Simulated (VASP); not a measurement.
# Nb (R-3m) in VASP: further runs, part 3 of 3

VASP 6.6.1.

## 5. Single point, PBEsol

This run uses another cell than the first one, of the same volume but with other edges.

INCAR reads:

```
  PREC = Accurate
  ENCUT = 520
  EDIFF = 1E-6
  ISMEAR = 0
  SIGMA = 0.15
  LREAL = F
  LASPH = T
  NELM = 100
  ALGO = Fast
  ISIF = 2
  LWAVE = F
  LCHARG = F
  GGA = PS
  NBANDS = 12
```

KPOINTS reads:

```
Automatic mesh
0
Gamma
  22 22 22
```

POSCAR reads:

```
Nb
1.0
   -1.4614477736      1.6702260269      1.6702260269
    1.6702260269     -1.4614477736      1.6702260269
    1.6702260269      1.6702260269     -1.4614477736
Nb
1
Direct
    0.0000000000      0.0000000000      0.0000000000
```

Potentials or basis: VASP PAW PBE potentials, release 64 (Nb_sv).

On the command line:

```
$ cat potpaw_PBE.64/Nb_sv/POTCAR > POTCAR
$ mpirun -np 1 vasp_std > vasp.out
```

OUTCAR:

```text
PREC = Accurate
   ENCUT = 520
   EDIFF = 1E-6
   ISMEAR = 0
   LREAL = F
   LASPH = T
   NELM = 100
   ISIF = 2
   GGA = PS

 ion  position               nearest neighbor table
   1  0.000  0.000  0.000-

  LATTYP: Found a trigonal (rhomboedric) cell.
 ALAT       =     2.7776140043
 COS(alpha) =    -0.2711864407

  Lattice vectors:

 A1 = (  -1.4614477736,   1.6702260269,   1.6702260269)
 A2 = (   1.6702260269,  -1.4614477736,   1.6702260269)
 A3 = (   1.6702260269,   1.6702260269,  -1.4614477736)

Analysis of symmetry for initial positions (statically):
=====================================================================
 Subroutine PRICEL returns:
 Original cell was already a primitive cell.

 Routine SETGRP: Setting up the symmetry group for a
 trigonal (rhombohedral) supercell.

 Subroutine GETGRP returns: Found 12 space group operations
 (whereof 12 operations were pure point group operations)
 out of a pool of 12 trial point group operations.

The static configuration has the point symmetry D_3d.

Analysis of symmetry for dynamics (positions and initial velocities):
=====================================================================
 Subroutine PRICEL returns:
 Original cell was already a primitive cell.

 Routine SETGRP: Setting up the symmetry group for a
 trigonal (rhombohedral) supercell.

 Subroutine GETGRP returns: Found 12 space group operations
 (whereof 12 operations were pure point group operations)
 out of a pool of 12 trial point group operations.

The dynamic configuration has the point symmetry D_3d.

 Subroutine INISYM returns: Found 12 space group operations
 (whereof 12 operations are pure point group operations),
 and found     1 'primitive' translations

----------------------------------------------------------------------------------------

                                     Primitive cell

  volume of cell :      18.4281

  direct lattice vectors                    reciprocal lattice vectors
    -1.461447774  1.670226027  1.670226027    -0.035479784  0.283838275  0.283838275
     1.670226027 -1.461447774  1.670226027     0.283838275 -0.035479784  0.283838275
     1.670226027  1.670226027 -1.461447774     0.283838275  0.283838275 -0.035479784

  length of vectors
     2.777614004  2.777614004  2.777614004     0.402972887  0.402972887  0.402972887

  position of ions in fractional coordinates (direct lattice)
     0.000000000  0.000000000  0.000000000

  ion indices of the primitive-cell ions
   primitive index   ion index
                 1           1

----------------------------------------------------------------------------------------

 KPOINTS: Automatic mesh

Automatic generation of k-mesh.
 Grid dimensions read from file:
 generate k-points for:   22   22   22

 Generating k-lattice:

  Cartesian coordinates                     Fractional coordinates (reciprocal lattice)
    -0.001612717  0.012901740  0.012901740     0.045454545  0.000000000  0.000000000
     0.012901740 -0.001612717  0.012901740     0.000000000  0.045454545  0.000000000
     0.012901740  0.012901740 -0.001612717     0.000000000  0.000000000  0.045454545

  Length of vectors
     0.018316949  0.018316949  0.018316949

  Shift w.r.t. Gamma in fractional coordinates (k-lattice)
     0.000000000  0.000000000  0.000000000

 Subroutine IBZKPT returns following result:
 ===========================================

 Found   1024 irreducible k-points:

 Following reciprocal coordinates:
            Coordinates               Weight
  0.000000  0.000000  0.000000      1.000000
  0.045455  0.000000  0.000000      6.000000
  0.090909  0.000000  0.000000      6.000000
  0.136364  0.000000  0.000000      6.000000
  0.181818  0.000000  0.000000      6.000000
  0.227273 -0.000000 -0.000000      6.000000
[... 16 lines left out ...]
  0.500000  0.045455  0.000000     12.000000
 -0.454545  0.045455  0.000000     12.000000
 [... further k-points ...]
   k-points           NKPTS =   1024   k-points in BZ     NKDIM =   1024   number of bands    NBANDS=     12
   number of dos      NEDOS =    301   number of ions     NIONS =      1
   total plane-waves  NPLWV =  13824
   dimension x,y,z NGX =    24 NGY =   24 NGZ =   24
   dimension x,y,z NGXF=    48 NGYF=   48 NGZF=   48
   ions per type =               1
   NGX,Y,Z   is equivalent  to a cutoff of  14.36, 14.36, 14.36 a.u.
   NGXF,Y,Z  is equivalent  to a cutoff of  28.73, 28.73, 28.73 a.u.
 SYSTEM =  unknown system
   PREC   = accura    normal or accurate (medium, high low for compatibility)
   ISTART =      0    job   : 0-new  1-cont  2-samecut
   ICHARG =      2    charge: 1-file 2-atom 10-const
   ISPIN  =      1    spin polarized calculation?
   LNONCOLLINEAR =      F non collinear calculations
   LSORBIT =      F    spin-orbit coupling
   LASPH  =      T    aspherical Exc in radial PAW
   ENCUT  =  520.0 eV  38.22 Ry    6.18 a.u.   5.16  5.16  5.16*2*pi/ulx,y,z
   NELM   =    100;   NELMIN=  2; NELMDL= -5     # of ELM steps
   EDIFF  = 0.1E-05   stopping-criterion for ELM
   LREAL  =      F    real-space projection
   EDIFFG = 0.1E-04   stopping-criterion for IOM
   NSW    =      0    number of steps for IOM
   IBRION =     -1    ionic relax: 0-MD 1-quasi-New 2-CG
   NFREE  =      0    steps in history (QN), initial steepest desc. (CG)
   ISIF   =      2    stress and relaxation
   ISYM   =      2    0-nonsym 1-usesym 2-fastsym
   POTIM  = 0.5000    time-step for ionic-motion
   TEBEG  =    0.0;   TEEND  =   0.0 temperature during run
   PSTRESS=    0.0 pullay stress
   NELECT =      13.0000    total number of electrons
   NUPDOWN=      -1.0000    fix difference up-down
   EMIN   =  10.00;   EMAX   =-10.00  energy-range for DOS
   EFERMI =   0.00;   METHOD = LEGACY
   ISMEAR =     0;   SIGMA  =   0.15  broadening in eV -4-tet -1-fermi 0-gaus
   EFERMI_NEDOS =   21; number of points for ismear=-14 and -15
   IALGO  =     68    algorithm
   IMIX   =      4    mixing-type and parameters
     AMIX     =   0.40;   BMIX     =  1.00
     AMIX_MAG =   1.60;   BMIX_MAG =  1.00
  volume/ion in A,a.u.               =      18.43       124.36
  Fermi-wavevector in a.u.,A,eV,Ry     =   1.457345  2.753983 28.896790  2.123854
  Thomas-Fermi vector in A             =   2.574157
   LORBIT       =      0    0 simple, 1 ext, 2 COOP (PROOUT), +10 PAW based schemes
   GGA     = PS    functional components
   LHFCALC =     F    Hartree Fock is set to
   AEXX    =    0.0000 exact exchange contribution
   IVDW    =     0    specifies the selected vdW correction
   LEPSILON=     F    determine dielectric tensor
   LRPA    =     F    only Hartree local field effects (RPA)
 non-spin polarized calculation
 RMM-DIIS sequential band-by-band and
 Gauss-broadening in eV      SIGMA  =   0.15
  energy-cutoff  :      520.00
  volume of cell :       18.43
 maximum number of plane-waves:       512
 NGX is ok and might be reduce to    24

 number of electron      13.0000000 magnetization

 Free energy of the ion-electron system (eV)
  ---------------------------------------------------
  ext. energy  EPLUGINS =         0.00000000
  ---------------------------------------------------
  free energy    TOTEN  =       -10.87561550 eV

  energy without entropy =      -10.86167344  energy(sigma->0) =      -10.86864447

 E-fermi :  10.7791     XC(G=0): -12.4847

 val. band max:       10.7786200795   @ k =  -0.4545   0.2727   0.1818
 cond. band min:      10.7795895651   @ k =   0.4091   0.2727   0.0000
 fundamental gap:      0.0009694856
 Fermi energy:        10.7791441940

 k-point     1 :       0.0000    0.0000    0.0000
  band No.  band energies     occupation
      1     -43.5728      2.00000
      2     -19.1001      2.00000
      3     -18.7694      2.00000
      4     -18.7694      2.00000
      5       4.8466      2.00000
      6       9.9061      2.00000
      7       9.9061      2.00000
      8      12.8755      0.00000
      9      14.5184      0.00000
     10      14.5184      0.00000
     11      24.1931      0.00000
     12      24.1931      0.00000
[... 331 lines left out ...]
 k-point    24 :      -0.4545    0.0455    0.0000
  band No.  band energies     occupation
      1     -43.3781      2.00000
      2     -20.2137      2.00000
      3     -19.0855      2.00000
      4     -18.7770      2.00000
      5       7.3146      2.00000
      6       8.9837      2.00000
      7      11.5737      0.00000
      8      14.6312      0.00000
      9      14.8694      0.00000
     10      15.9347      0.00000
     11      22.0208      0.00000
     12      23.5940      0.00000

 [... further k-points ...]

------------------------ aborting loop because EDIFF is reached ----------------------------------------

  FORCE on cell =-STRESS in cart. coord.  units (eV):
  Direction    XX          YY          ZZ          XY          YZ          ZX
  --------------------------------------------------------------------------------------
  -------------------------------------------------------------------------------------
  Total       -0.8381945     -0.8381945     -0.8381945     -0.4662275     -0.4662275     -0.4662275
  in kB      -72.8743320    -72.8743320    -72.8743320    -40.5347650    -40.5347650    -40.5347650
  external PRESSURE =     -72.8743320 kB  Pullay stress =       0.0000000 kB

 VOLUME and BASIS-vectors are now :
 -----------------------------------------------------------------------------
  energy-cutoff  :      520.00
  volume of cell :       18.43
      direct lattice vectors                 reciprocal lattice vectors
    -1.461447774  1.670226027  1.670226027    -0.035479784  0.283838275  0.283838275
     1.670226027 -1.461447774  1.670226027     0.283838275 -0.035479784  0.283838275
     1.670226027  1.670226027 -1.461447774     0.283838275  0.283838275 -0.035479784

 POSITION                                       TOTAL-FORCE (eV/Angst)
 -----------------------------------------------------------------------------------
      0.00000      0.00000      0.00000         0.000000     -0.000000      0.000000
 -----------------------------------------------------------------------------------
    total drift:                                0.000000     -0.000000     -0.000000

  FREE ENERGIE OF THE ION-ELECTRON SYSTEM (eV)
  ---------------------------------------------------
  free  energy   TOTEN  =       -10.8756154997 eV

  energy  without entropy=      -10.8616734358  energy(sigma->0) =      -10.86864447
```

OSZICAR:

```text
N       E                     dE             d eps       ncg     rms          rms(c)
DAV:   1     0.116592948115E+03    0.11659E+03   -0.72628E+03 24688   0.108E+03
DAV:   2    -0.650309125887E+01   -0.12310E+03   -0.11843E+03 26552   0.388E+02
DAV:   3    -0.110344210951E+02   -0.45313E+01   -0.42988E+01 35156   0.656E+01
DAV:   4    -0.113233675055E+02   -0.28895E+00   -0.28688E+00 34864   0.150E+01
[... 16 lines left out ...]
RMM:  21    -0.108756356961E+02   -0.38457E-05   -0.12091E-05 24771   0.251E-02    0.852E-02
RMM:  22    -0.108756322026E+02    0.34934E-05   -0.59106E-06 22546   0.143E-02    0.793E-02
RMM:  23    -0.108756202789E+02    0.11924E-04   -0.12663E-05 31801   0.433E-02    0.489E-02
RMM:  24    -0.108756164912E+02    0.37877E-05   -0.83296E-06 28357   0.362E-02    0.297E-02
RMM:  25    -0.108756154997E+02    0.99154E-06   -0.67192E-06 32197   0.301E-02
   1 F= -.10875615E+02 E0= -.10868644E+02  d E =-.139421E-01
```

Wall time 5.6 min (1 thread of Intel Xeon Platinum 8259CL at 2.50GHz (Skylake/Cascade Lake), shared host); peak memory 0.33 GiB.

Results:

```yaml
Free_energy: -10.8756 eV
Pressure: -7.3 GPa
Band_gap_on_the_k_mesh: zero (an odd number of electrons rules out a gap without spin polarisation)
```

Caveat: the cell stands under tension; the PAW data sets were made with another functional, which shifts forces and pressure a little.

## 6. Single point, PBEsol

INCAR reads:

```
ALGO = Fast
EDIFF = 1E-6
ENCUT = 520
GGA = PS
ISIF = 2
ISMEAR = 0
LASPH = True
LCHARG = True
LELF = True
LREAL = False
LVHAR = True
LWAVE = False
NBANDS = 12
NELM = 80
PREC = Accurate
SIGMA = 0.15
```

KPOINTS reads:

```
k-points
0
Gamma
  22 22 22
```

POSCAR reads:

```
Nb
1.0
   -1.0688839262      1.7195089247      1.7195089247
    1.7195089247     -1.0688839262      1.7195089247
    1.7195089247      1.7195089247     -1.0688839262
Nb
1
Direct
    0.0000000000      0.0000000000      0.0000000000
```

Potentials or basis: VASP PAW PBE potentials, release 64 (Nb_sv).

On the command line:

```
$ cat potpaw_PBE.64/Nb_sv/POTCAR > POTCAR
$ mpirun -np 1 vasp_std > vasp.out
```

OUTCAR:

```text
EDIFF = 1E-6
   ENCUT = 520
   GGA = PS
   ISIF = 2
   ISMEAR = 0
   LASPH = True
   LREAL = False
   NELM = 80
   PREC = Accurate

 ion  position               nearest neighbor table
   1  0.000  0.000  0.000-

  LATTYP: Found a trigonal (rhomboedric) cell.
 ALAT       =     2.6563009491
 COS(alpha) =    -0.1019283747

  Lattice vectors:

 A1 = (  -1.0688839262,   1.7195089247,   1.7195089247)
 A2 = (   1.7195089247,  -1.0688839262,   1.7195089247)
 A3 = (   1.7195089247,   1.7195089247,  -1.0688839262)

Analysis of symmetry for initial positions (statically):
=====================================================================
 Subroutine PRICEL returns:
 Original cell was already a primitive cell.

 Routine SETGRP: Setting up the symmetry group for a
 trigonal (rhombohedral) supercell.

 Subroutine GETGRP returns: Found 12 space group operations
 (whereof 12 operations were pure point group operations)
 out of a pool of 12 trial point group operations.

The static configuration has the point symmetry D_3d.

Analysis of symmetry for dynamics (positions and initial velocities):
=====================================================================
 Subroutine PRICEL returns:
 Original cell was already a primitive cell.

 Routine SETGRP: Setting up the symmetry group for a
 trigonal (rhombohedral) supercell.

 Subroutine GETGRP returns: Found 12 space group operations
 (whereof 12 operations were pure point group operations)
 out of a pool of 12 trial point group operations.

The dynamic configuration has the point symmetry D_3d.

 Subroutine INISYM returns: Found 12 space group operations
 (whereof 12 operations are pure point group operations),
 and found     1 'primitive' translations

----------------------------------------------------------------------------------------

                                     Primitive cell

  volume of cell :      18.4281
[... 113 lines left out ...]
   LHFCALC =     F    Hartree Fock is set to
   AEXX    =    0.0000 exact exchange contribution
   IVDW    =     0    specifies the selected vdW correction
   LEPSILON=     F    determine dielectric tensor
   LRPA    =     F    only Hartree local field effects (RPA)
 non-spin polarized calculation
 RMM-DIIS sequential band-by-band and
 Gauss-broadening in eV      SIGMA  =   0.15
  energy-cutoff  :      520.00
  volume of cell :       18.43
 maximum number of plane-waves:       515
   NGX =  9   NGY =  9   NGZ =  9

 number of electron      13.0000003 magnetization

 Free energy of the ion-electron system (eV)
  ---------------------------------------------------
  ext. energy  EPLUGINS =         0.00000000
  ---------------------------------------------------
  free energy    TOTEN  =       -10.12767237 eV

  energy without entropy =      -10.11817457  energy(sigma->0) =      -10.12292347

 E-fermi :  10.8752     XC(G=0): -12.4089

 val. band max:       10.8737451276   @ k =   0.4545   0.3182   0.2273
 cond. band min:      10.8775125256   @ k =  -0.3182   0.4091   0.2727
 fundamental gap:      0.0037673980
 Fermi energy:        10.8752242154

 k-point     1 :       0.0000    0.0000    0.0000
  band No.  band energies     occupation
      1     -43.7026      2.00000
      2     -18.9757      2.00000
      3     -18.7544      2.00000
      4     -18.7544      2.00000
      5       5.0002      2.00000
      6       7.9583      2.00000
      7       7.9583      2.00000
      8      15.8132      0.00000
      9      16.2778      0.00000
     10      16.2778      0.00000
     11      25.0926      0.00000
     12      25.0926      0.00000
[... 331 lines left out ...]
 k-point    24 :      -0.4545    0.0455   -0.0000
  band No.  band energies     occupation
      1     -43.4554      2.00000
      2     -20.5748      2.00000
      3     -18.7716      2.00000
      4     -18.6231      2.00000
      5       8.0378      2.00000
      6       8.7688      2.00000
      7      11.0752      0.05932
      8      13.2803      0.00000
      9      13.5821      0.00000
     10      16.4216      0.00000
     11      21.4825      0.00000
     12      24.8833      0.00000

 [... further k-points ...]

------------------------ aborting loop because EDIFF is reached ----------------------------------------

  FORCE on cell =-STRESS in cart. coord.  units (eV):
  Direction    XX          YY          ZZ          XY          YZ          ZX
  --------------------------------------------------------------------------------------
  -------------------------------------------------------------------------------------
  Total        0.4833248      0.4833248      0.4833248     -1.0734526     -1.0734526     -1.0734526
  in kB       42.0212405     42.0212405     42.0212405    -93.3281495    -93.3281495    -93.3281495
  external PRESSURE =      42.0212405 kB  Pullay stress =       0.0000000 kB

 VOLUME and BASIS-vectors are now :
 -----------------------------------------------------------------------------
  energy-cutoff  :      520.00
  volume of cell :       18.43
      direct lattice vectors                 reciprocal lattice vectors
    -1.068883926  1.719508925  1.719508925    -0.098447320  0.260182203  0.260182203
     1.719508925 -1.068883926  1.719508925     0.260182203 -0.098447320  0.260182203
     1.719508925  1.719508925 -1.068883926     0.260182203  0.260182203 -0.098447320

 POSITION                                       TOTAL-FORCE (eV/Angst)
 -----------------------------------------------------------------------------------
      0.00000      0.00000      0.00000        -0.000000      0.000000      0.000000
 -----------------------------------------------------------------------------------
    total drift:                                0.000000     -0.000000      0.000000

  FREE ENERGIE OF THE ION-ELECTRON SYSTEM (eV)
  ---------------------------------------------------
  free  energy   TOTEN  =       -10.1276723653 eV

  energy  without entropy=      -10.1181745694  energy(sigma->0) =      -10.12292347
```

Wall time 4.7 min (1 thread of Intel Xeon Platinum 8259CL at 2.50GHz (Skylake/Cascade Lake), shared host); peak memory 0.32 GiB.

What came out:

```yaml
Free_energy: -10.1277 eV
Pressure: 4.2 GPa
Band_gap_on_the_k_mesh: zero (an odd number of electrons rules out a gap without spin polarisation)
```

Stress tensor (GPa, compression positive):
```
 4.20 -9.33 -9.33
-9.33  4.20 -9.33
-9.33 -9.33  4.20
```

Levels at points of the mesh, in eV from the Fermi level:
```tsv
k point	band 3	band 4	band 5	band 6	band 7	band 8	band 9	band 10	band 11	band 12
(0.00, 0.00, 0.00)	-29.63	-29.63	-5.88	-2.92	-2.92	4.94	5.40	5.40	14.22	14.22
(0.50, 0.00, 0.00)	-29.63	-29.48	-2.85	-2.16	0.69	2.21	2.45	5.64	10.76	13.73
(0.50, 0.50, 0.00)	-31.07	-29.41	-4.55	-1.38	2.54	3.15	5.15	7.47	7.93	14.60
(0.50, 0.50, 0.50)	-31.08	-30.74	-3.35	-3.35	-1.56	7.22	8.09	8.09	12.12	12.12
```

Caveat: the cell stands under pressure; the PAW data sets were made with another functional, which shifts forces and pressure a little.

## 7. The runs side by side

| cell | further INCAR settings | gap on the mesh (eV) | pressure (GPa) |
| --- | --- | --- | --- |
| a = 2.708 Å, angles 101.6°, 1 atom | ALGO = Fast; EDIFF = 1e-06; NBANDS = 12 | none | -1.8 |
| a = 3.293 Å, angles 115.8°, 1 atom | ALGO = Fast; EDIFF = 1e-07; NBANDS = 12 | none | 45.6 |
| a = 2.995 Å, angles 112.1°, 1 atom | ALGO = Fast; EDIFF = 1e-06; NBANDS = 12 | none | -6.2 |
| a = 2.778 Å, angles 105.7°, 1 atom | ALGO = Fast; EDIFF = 1e-06; NBANDS = 12 | none | -7.3 |
| a = 2.656 Å, angles 95.9°, 1 atom | ALGO = Fast; EDIFF = 1e-06; NBANDS = 12 | none | 4.2 |

Alike in all rows: task single point; level PBEsol; potentials or basis VASP PAW PBE potentials, release 64 (Nb_sv); no spin polarisation; k mesh 22 × 22 × 22; cutoff (eV) 520; smearing gaussian 0.15 eV.

Caveats: the PAW data sets were made with another functional, which shifts forces and pressure a little; the cell stands under pressure (at least some runs); the cell stands under tension (at least some runs); atoms lie so close that the PAW spheres overlap strongly, which falsifies energies and pressures (at least some runs).

Total energies depend on the potentials used, so only differences within one code and one set of settings carry meaning.
